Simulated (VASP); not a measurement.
Input of a VASP 6.6.1 run:

Contents of INCAR:

```
  ALGO = Normal
  EDIFF = 1E-6
  ENCUT = 520
  GGA = PS
  ISIF = 2
  ISMEAR = -1
  LASPH = True
  LCHARG = False
  LREAL = False
  LWAVE = False
  NBANDS = 22
  NELM = 80
  PREC = Accurate
  SIGMA = 0.05
```

The input KPOINTS:

```
k-points
0
Gamma
  8 8 5
```

POSCAR

```
Cd2S
1.0
    4.0419234500      0.0000000000      0.0000000000
   -2.0209617250      3.5004083879      0.0000000000
    0.0000000000      0.0000000000      5.8091920000
Cd S
2 1
Direct
    0.3333333333      0.6666666667      0.9327170000
    0.6666666667      0.3333333333      0.5787350000
    0.3333333333      0.6666666667      0.3657050000
```

Potentials or basis: VASP PAW PBE potentials, release 64 (Cd, S).

Run with:

```sh
$ cat potpaw_PBE.64/Cd/POTCAR potpaw_PBE.64/S/POTCAR > POTCAR
$ mpirun -np 1 vasp_std > vasp.out
```

(1) Predict the pressure.

(2) Estimate the largest force.

(3) Predict the band gap on the k mesh.

Answers

(1) -3.8 GPa.

(2) 0.255 eV/Å.

(3) 0.27 eV, indirect (least direct gap 0.55 eV).

Caveat: the PAW data sets were made with another functional, which shifts forces and pressure a little.
